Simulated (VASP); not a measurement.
# CdS (P6_3mc) in VASP: a series of runs, part 2 of 3

VASP 6.6.1.

### 3 Relaxation of shape and atoms at fixed volume, PBE (22.91 Å³/atom)

This run uses another cell than the first one, of 22.91 Å³/atom.

INCAR reads:

```
SYSTEM = CdS
PREC = Accurate ; ENCUT = 600
EDIFF = 1E-6 ; ISMEAR = 0
SIGMA = 0.02 ; LREAL = .False.
LASPH = .True. ; NELM = 60
ALGO = Normal ; ISIF = 4
LWAVE = .False. ; LCHARG = .False.
GGA = PE ; IBRION = 2
NSW = 50 ; EDIFFG = -0.01
```

KPOINTS reads:

```
Automatic mesh
0
Gamma
  6 6 4
  0 0 0
```

POSCAR reads:

```
CdS
1.0
    4.0218786286      0.0000000000      0.0000000000
   -2.0109393143      3.4830490633      0.0000000000
    0.0000000000      0.0000000000      6.5430773659
Cd S
2 2
Direct
    0.3333333333      0.6666666667     -0.0008015557
    0.6666666667      0.3333333333      0.4991984443
    0.3333333333      0.6666666667      0.3758015557
    0.6666666667      0.3333333333      0.8758015557
```

Potentials or basis: VASP PAW PBE potentials, release 64 (Cd, S).

Started as:

```sh
$ cat potpaw_PBE.64/Cd/POTCAR potpaw_PBE.64/S/POTCAR > POTCAR
$ mpirun -np 1 vasp_std > vasp.out
```

OUTCAR:

```text
SYSTEM = CdS
   PREC = Accurate
   ENCUT = 600
   EDIFF = 1E-6
   ISMEAR = 0
   LREAL = .False.
   LASPH = .True.
   NELM = 60
   ISIF = 4
   GGA = PE
   IBRION = 2
   NSW = 50
   EDIFFG = -0.01

 ion  position               nearest neighbor table
   1  0.333  0.667  0.999-   4 2.46   4 2.46   4 2.46   3 2.46
   2  0.667  0.333  0.499-   3 2.46   3 2.46   3 2.46   4 2.46
   3  0.333  0.667  0.376-   2 2.46   2 2.46   2 2.46   1 2.46
   4  0.667  0.333  0.876-   1 2.46   1 2.46   1 2.46   2 2.46

  LATTYP: Found a hexagonal cell.
 ALAT       =     4.0218786286
 C/A-ratio  =     1.6268709153

  Lattice vectors:

 A1 = (   4.0218786286,   0.0000000000,   0.0000000000)
 A2 = (  -2.0109393143,   3.4830490633,   0.0000000000)
 A3 = (   0.0000000000,   0.0000000000,   6.5430773659)

Analysis of symmetry for initial positions (statically):
=====================================================================
 Subroutine PRICEL returns:
 Original cell was already a primitive cell.

 Routine SETGRP: Setting up the symmetry group for a
 hexagonal supercell.

 Subroutine GETGRP returns: Found 12 space group operations
 (whereof  6 operations were pure point group operations)
 out of a pool of 24 trial point group operations.

The static configuration has the point symmetry C_3v.
 The point group associated with its full space group is C_6v.

Analysis of symmetry for dynamics (positions and initial velocities):
=====================================================================
 Subroutine PRICEL returns:
 Original cell was already a primitive cell.

 Routine SETGRP: Setting up the symmetry group for a
 hexagonal supercell.

 Subroutine GETGRP returns: Found 12 space group operations
 (whereof  6 operations were pure point group operations)
 out of a pool of 24 trial point group operations.

The dynamic configuration has the point symmetry C_3v.
 The point group associated with its full space group is C_6v.

 Subroutine INISYM returns: Found 12 space group operations
 (whereof  6 operations are pure point group operations),
 and found     1 'primitive' translations

----------------------------------------------------------------------------------------

                                     Primitive cell

  volume of cell :      91.6580

  direct lattice vectors                    reciprocal lattice vectors
     4.021878629  0.000000000  0.000000000     0.248640024  0.143552385  0.000000000
    -2.010939314  3.483049063  0.000000000     0.000000000  0.287104770  0.000000000
     0.000000000  0.000000000  6.543077366     0.000000000  0.000000000  0.152833284

  length of vectors
[... 111 lines left out ...]
   LEPSILON=     F    determine dielectric tensor
   LRPA    =     F    only Hartree local field effects (RPA)
 conjugate gradient relaxation of ions
 non-spin polarized calculation
 Gauss-broadening in eV      SIGMA  =   0.02
  energy-cutoff  :      600.00
  volume of cell :       91.66
 maximum number of plane-waves:      3090
   NGX = 17   NGY = 17   NGZ = 27

--------------------------------------- Ionic step        1  -------------------------------------------

 number of electron      35.9999999 magnetization

 Free energy of the ion-electron system (eV)
  ---------------------------------------------------
  ext. energy  EPLUGINS =         0.00000000
  ---------------------------------------------------
  free energy    TOTEN  =       -11.94935630 eV

  energy without entropy =      -11.94935630  energy(sigma->0) =      -11.94935630

------------------------ aborting loop because EDIFF is reached ----------------------------------------

  FORCE on cell =-STRESS in cart. coord.  units (eV):
  Direction    XX          YY          ZZ          XY          YZ          ZX
  --------------------------------------------------------------------------------------
  -------------------------------------------------------------------------------------
  Total        5.4885587      5.4885587      5.4839738      0.0000000      0.0000000      0.0000000
  in kB       95.9396851     95.9396851     95.8595409      0.0000000      0.0000000      0.0000000
  external PRESSURE =      95.9129704 kB  Pullay stress =       0.0000000 kB

 VOLUME and BASIS-vectors are now :
 -----------------------------------------------------------------------------
  energy-cutoff  :      600.00
  volume of cell :       91.66
      direct lattice vectors                 reciprocal lattice vectors
     4.021878629  0.000000000  0.000000000     0.248640024  0.143552385  0.000000000
    -2.010939314  3.483049063  0.000000000     0.000000000  0.287104770  0.000000000
     0.000000000  0.000000000  6.543077366     0.000000000  0.000000000  0.152833284

 POSITION                                       TOTAL-FORCE (eV/Angst)
 -----------------------------------------------------------------------------------
     -0.00000      2.32203      6.53783        -0.000000      0.000000      0.011633
      2.01094      1.16102      3.26629         0.000000     -0.000000      0.011633
     -0.00000      2.32203      2.45890         0.000000     -0.000000     -0.011633
      2.01094      1.16102      5.73044        -0.000000     -0.000000     -0.011633
 -----------------------------------------------------------------------------------
    total drift:                               -0.000000      0.000000     -0.000699

  FREE ENERGIE OF THE ION-ELECTRON SYSTEM (eV)
  ---------------------------------------------------
  free  energy   TOTEN  =       -11.9493563001 eV

  energy  without entropy=      -11.9493563001  energy(sigma->0) =      -11.94935630

--------------------------------------- Ionic step        2  -------------------------------------------

 number of electron      35.9999999 magnetization

 Free energy of the ion-electron system (eV)
  ---------------------------------------------------
  ext. energy  EPLUGINS =         0.00000000
  ---------------------------------------------------
  free energy    TOTEN  =       -11.94937207 eV

  energy without entropy =      -11.94937207  energy(sigma->0) =      -11.94937207

 E-fermi :   2.1349     XC(G=0):  -9.5212

 val. band max:        2.0335006835   @ k =   0.0000   0.0000   0.0000
 cond. band min:       3.4445534546   @ k =   0.0000   0.0000   0.0000
 fundamental gap:      1.4110527711
 Fermi energy:         2.1349320907

 k-point     1 :       0.0000    0.0000    0.0000
  band No.  band energies     occupation
      1     -10.8655      2.00000
      2     -10.3531      2.00000
      3      -6.0045      2.00000
      4      -5.9948      2.00000
      5      -5.9948      2.00000
      6      -5.8908      2.00000
[... 514 lines left out ...]
     21       8.1274      0.00000
     22       8.1274      0.00000

------------------------ aborting loop because EDIFF is reached ----------------------------------------

  FORCE on cell =-STRESS in cart. coord.  units (eV):
  Direction    XX          YY          ZZ          XY          YZ          ZX
  --------------------------------------------------------------------------------------
  -------------------------------------------------------------------------------------
  Total        5.4748648      5.4748648      5.5059520      0.0000000      0.0000000      0.0000000
  in kB       95.7003162     95.7003162     96.2437187      0.0000000      0.0000000      0.0000000
  external PRESSURE =      95.8814503 kB  Pullay stress =       0.0000000 kB

 VOLUME and BASIS-vectors are now :
 -----------------------------------------------------------------------------
  energy-cutoff  :      600.00
  volume of cell :       91.66
      direct lattice vectors                 reciprocal lattice vectors
     4.021952763  0.000000000  0.000000000     0.248635441  0.143549739  0.000000000
    -2.010976381  3.483113265  0.000000000     0.000000000  0.287099478  0.000000000
     0.000000000  0.000000000  6.542836159     0.000000000  0.000000000  0.152838918

 POSITION                                       TOTAL-FORCE (eV/Angst)
 -----------------------------------------------------------------------------------
     -0.00000      2.32208      6.53815         0.000000     -0.000000      0.002900
      2.01098      1.16104      3.26673        -0.000000      0.000000      0.002900
     -0.00000      2.32208      2.45825         0.000000     -0.000000     -0.002900
      2.01098      1.16104      5.72966         0.000000      0.000000     -0.002900
 -----------------------------------------------------------------------------------
    total drift:                               -0.000000      0.000000     -0.002350

  FREE ENERGIE OF THE ION-ELECTRON SYSTEM (eV)
  ---------------------------------------------------
  free  energy   TOTEN  =       -11.9493720670 eV

  energy  without entropy=      -11.9493720670  energy(sigma->0) =      -11.94937207

 reached required accuracy - stopping structural energy minimisation
```

CONTCAR:

```text
CdS
   1.00000000000000
     4.0219527629033447    0.0000000000000000    0.0000000000000000
    -2.0109763814516723    3.4831132654892842    0.0000000000000000
     0.0000000000000000    0.0000000000000000    6.5428361586866313
  Cd              S
     2     2
Direct
     0.3333333332999970    0.6666666667000030    0.9992842121266026
     0.6666666667000030    0.3333333332999970    0.4992842121266025
     0.3333333332999970    0.6666666667000030    0.3757157878733975
     0.6666666667000030    0.3333333332999970    0.8757157878733974

  0.00000000E+00  0.00000000E+00  0.00000000E+00
  0.00000000E+00  0.00000000E+00  0.00000000E+00
  0.00000000E+00  0.00000000E+00  0.00000000E+00
  0.00000000E+00  0.00000000E+00  0.00000000E+00
```

Wall time 77 s (1 thread of Intel Xeon 8259CL, shared host); peak memory 0.25 GiB.

Results:

| Quantity | Value |
| --- | --- |
| Free energy | -11.9494 eV |
| Energy gained by relaxing | 0.0 meV/atom |
| Ionic steps | 2 |
| Pressure after relaxing | 9.6 GPa |
| Band gap on the k mesh | 1.41 eV |

Forces on the atoms (eV/Å):
```
Cd   0.000  0.000  0.003
Cd   0.000  0.000  0.003
S    0.000  0.000 -0.003
S    0.000  0.000 -0.003
```

Final structure:
```
CELL_PARAMETERS angstrom
4.02195 0.00000 0.00000
-2.01098 3.48311 0.00000
0.00000 0.00000 6.54284
ATOMIC_POSITIONS crystal
Cd 0.33333 0.66667 0.99928
Cd 0.66667 0.33333 0.49928
S 0.33333 0.66667 0.37572
S 0.66667 0.33333 0.87572
```

### 4 Relaxation of shape and atoms at fixed volume, PBE (23.70 Å³/atom)

This run uses another cell than the first one, of 23.70 Å³/atom.

INCAR reads:

```
PREC     = Accurate       # precision mode
ENCUT    = 600            # plane-wave cutoff, eV
EDIFF    = 1E-7           # SCF threshold, eV
ISMEAR   = 0              # smearing method
SIGMA    = 0.02           # smearing width, eV
LREAL    = False          # projectors in reciprocal space
LASPH    = True           # aspherical terms in the spheres
NELM     = 60             # most SCF steps
ALGO     = Normal         # electronic algorithm
ISIF     = 4              # what is computed and relaxed
LWAVE    = False          # write WAVECAR
LCHARG   = False          # write CHGCAR
GGA      = PE             # functional
IBRION   = 2              # ionic algorithm
NSW      = 50             # ionic steps
EDIFFG   = -0.01          # ionic threshold
```

KPOINTS reads:

```
regular mesh
0
Gamma
  6 6 4
```

POSCAR reads:

```
CdS
1.0
    4.0670720588      0.0000000000      0.0000000000
   -2.0335360294      3.5221877219      0.0000000000
    0.0000000000      0.0000000000      6.6166012431
Cd S
2 2
Direct
    0.3333333333      0.6666666667     -0.0008015557
    0.6666666667      0.3333333333      0.4991984443
    0.3333333333      0.6666666667      0.3758015557
    0.6666666667      0.3333333333      0.8758015557
```

Started as:

```sh
$ cat potpaw_PBE.64/Cd/POTCAR potpaw_PBE.64/S/POTCAR > POTCAR
$ mpirun -np 1 vasp_std > vasp.out
```

Run time: 82 s. Hardware: 1 thread of Intel Xeon 8259CL, shared host; peak memory 0.24 GiB.

It converged, with:

| Item | Value |
| --- | --- |
| Free energy | -12.1079 eV |
| Pressure after relaxing | 6.6 GPa |
| Largest force after relaxing | 0.008 eV/Å |
| Band gap on the k mesh | 1.34 eV |

Forces in eV/Å, atoms in the order of the input:
```
Cd   0.000  0.000  0.008
Cd   0.000  0.000  0.008
S    0.000  0.000 -0.008
S    0.000  0.000 -0.008
```

Final structure:
```yaml
crystal:
  lattice:
    - [4.06707, 0.00000, 0.00000]
    - [-2.03354, 3.52219, 0.00000]
    - [0.00000, 0.00000, 6.61660]
  atoms:
    - { symbol: Cd, position: [0.33333, 0.66667, 0.99920] }
    - { symbol: Cd, position: [0.66667, 0.33333, 0.49920] }
    - { symbol: S, position: [0.33333, 0.66667, 0.37580] }
    - { symbol: S, position: [0.66667, 0.33333, 0.87580] }
```

Levels at points of the mesh, in eV from the valence-band top:
```tsv
k point	band 14	band 15	band 16	band 17	band 18	band 19	band 20	band 21	band 22
(0.00, 0.00, 0.00)	-0.83	-0.83	-0.05	0.00	0.00	1.34	2.86	6.47	6.47
(0.50, 0.00, 0.00)	-3.74	-2.87	-2.05	-1.42	-0.83	3.83	3.88	5.08	6.59
(0.00, 0.00, 0.50)	-2.58	-0.43	-0.43	-0.43	-0.43	2.97	2.97	6.24	6.24
(0.50, 0.00, 0.50)	-4.40	-1.48	-1.48	-1.45	-1.45	3.51	3.51	5.40	5.40
```

Caveat: the relaxation stopped at its first step, so nothing moved.

### 5 Relaxation of shape and atoms at fixed volume, PBE (24.48 Å³/atom)

This run uses another cell than the first one, of 24.48 Å³/atom.

INCAR reads:

```
  PREC = Accurate
  ENCUT = 600
  EDIFF = 1E-6
  ISMEAR = 0
  SIGMA = 0.02
  LREAL = F
  LASPH = T
  NELM = 100
  ALGO = Normal
  ISIF = 4
  LWAVE = F
  LCHARG = F
  GGA = PE
  IBRION = 2
  NSW = 50
  EDIFFG = -0.01
```

KPOINTS is that of step 4.

POSCAR reads:

```
CdS
1.0
    4.1112828275      0.0000000000      0.0000000000
   -2.0556414138      3.5604753707      0.0000000000
    0.0000000000      0.0000000000      6.6885264568
Cd S
2 2
Direct
    0.3333333333      0.6666666667     -0.0008015557
    0.6666666667      0.3333333333      0.4991984443
    0.3333333333      0.6666666667      0.3758015557
    0.6666666667      0.3333333333      0.8758015557
```

Started as:

```sh
$ cat potpaw_PBE.64/Cd/POTCAR potpaw_PBE.64/S/POTCAR > POTCAR
$ mpirun -np 1 vasp_std > vasp.out
```

It took 96 s on 1 thread of Intel Xeon 8259CL, shared host; peak memory 0.26 GiB.

The run converged. Its results:

- Free energy: -12.2134 eV
- Pressure after relaxing: 4.1 GPa
- Largest force after relaxing: 0.005 eV/Å
- Band gap on the k mesh: 1.26 eV

Forces in eV/Å, atoms in the order of the input:
```
Cd   0.000  0.000  0.005
Cd   0.000  0.000  0.005
S    0.000  0.000 -0.005
S    0.000  0.000 -0.005
```

Final structure:
```
Cd S
1.0
     4.11128    0.00000    0.00000
    -2.05564    3.56048    0.00000
     0.00000    0.00000    6.68853
Cd S
2 2
Direct
  0.33333 0.66667 0.99920
  0.66667 0.33333 0.49920
  0.33333 0.66667 0.37580
  0.66667 0.33333 0.87580
```

Levels at points of the mesh, in eV from the valence-band top:
```
           k point  band 15  band 16  band 17  band 18  band 19  band 20  band 21  band 22
(0.00, 0.00, 0.00)    -0.78    -0.05     0.00     0.00     1.26     2.82     6.48     6.48
(0.50, 0.00, 0.00)    -2.72    -1.93    -1.34    -0.78     3.77     3.89     5.10     6.47
(0.00, 0.00, 0.50)    -0.40    -0.40    -0.40    -0.40     2.90     2.90     6.21     6.21
(0.50, 0.00, 0.50)    -1.39    -1.39    -1.37    -1.37     3.50     3.50     5.39     5.39
```

Caveat: the relaxation stopped at its first step, so nothing moved.

(Part 2 of 3 ends here.)
